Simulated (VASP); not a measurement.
Input of a VASP 6.6.1 run:

File INCAR:

```
ALGO = Normal
EDIFF = 1E-6
ENCUT = 500
GGA = PS
GGA_COMPAT = False
ISIF = 2
ISMEAR = -1
LASPH = True
LCHARG = False
LREAL = False
LWAVE = False
NBANDS = 15
NELM = 120
PREC = Accurate
SIGMA = 0.08
```

File KPOINTS:

```
k-points
0
Gamma
  14 14 14
```

POSCAR

```
CaS
1.0
    0.0000000000      2.8171705082      2.8171705082
    2.8171705082      0.0000000000      2.8171705082
    2.8171705082      2.8171705082      0.0000000000
Ca S
1 1
Direct
    0.0000000000      0.0000000000      0.0000000000
    0.5000000000      0.5000000000      0.5000000000
```

Potentials or basis: VASP PAW PBE potentials, release 64 (Ca_sv, S).

The run is started by

```bash
$ cat potpaw_PBE.64/Ca_sv/POTCAR potpaw_PBE.64/S/POTCAR > POTCAR
$ mpirun -np 1 vasp_std > vasp.out
```

(1) Predict the band gap on the k mesh.

(2) Predict the pressure.

Answers

(1) 2.15 eV (least direct gap 3.00 eV).

(2) 0.2 GPa.

Caveat: the PAW data sets were made with another functional, which shifts forces and pressure a little.
